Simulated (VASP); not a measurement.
A run of VASP 6.6.1:

The input INCAR:

```
ALGO = Normal ; EDIFF = 1E-6
EDIFFG = -0.01 ; ENCUT = 600
GGA = PE ; IBRION = 2
ISIF = 3 ; ISMEAR = 0
LASPH = True ; LCHARG = False
LREAL = False ; LWAVE = False
NELM = 100 ; NSW = 80
PREC = Accurate ; SIGMA = 0.01
```

Contents of KPOINTS:

```
k-points
0
Gamma
  12 12 4
```

Contents of POSCAR:

```
SiC
1.0
    3.0760000000      0.0000000000      0.0000000000
   -1.5380000000      2.6638900000      0.0000000000
    0.0000000000      0.0000000000      5.0480000000
Si C
2 2
Direct
    0.3333333333      0.6666666667      0.0000000000
    0.6666666667      0.3333333333      0.5000000000
    0.3333333333      0.6666666667      0.3850000000
    0.6666666667      0.3333333333      0.8850000000
```

Potentials or basis: VASP PAW PBE potentials, release 64 (Si, C).

The run is started by

```bash
$ cat potpaw_PBE.64/Si/POTCAR potpaw_PBE.64/C/POTCAR > POTCAR
$ mpirun -np 1 vasp_std > vasp.out
```

Hardware: 1 thread of AMD EPYC 9R45 96-Core Processor (Zen 5) (shared host).

Problem. How long does it take, and how much memory?

Solution. Wall time 69 s on 1 thread of AMD EPYC 9R45 96-Core Processor (Zen 5), with other jobs on the host, peak memory 0.16 GiB. Counts: scf iterations 44, k points 57, ion steps 7.
